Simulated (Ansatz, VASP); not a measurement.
# Ti: VASP beside Ansatz

```xyz
2
Lattice="2.9354 0.0000 0.0000 -1.4677 2.5422 0.0000 0.0000 0.0000 4.6386" Properties=species:S:1:pos:R:3 pbc="T T T"
Ti    0.0000    1.6948    1.1596
Ti    1.4677    0.8474    3.4789
```

Alike in both runs: functional r2SCAN; k mesh 12 × 12 × 7; occupations fermi-dirac, width 0.05 eV; collinear spin.

Ansatz relaxed the structure, and its values are those at the end. VASP's run is a single point on that final structure, the one shown.

|  | VASP | Ansatz |
| --- | --- | --- |
| version | VASP 6.6.1 | Ansatz 0.2.0 |
| potentials or method | VASP PAW PBE potentials, release 64 (Ti_sv), cutoff 520 eV | plane waves (500 eV) with PAW, scalar-relativistic |
| valence electrons in the cell | 24 | 24 |

Ansatz gave:

* pressure (GPa): 0.0
* net moment per atom (μB): 0.00

Q: What did VASP give for the same quantities?

A: Pressure (GPa): 0.4; net moment per atom (μB): 0.00.

VASP's potentials were made for PBE, not for r2SCAN. Ansatz's warnings: seeded moment not kept.
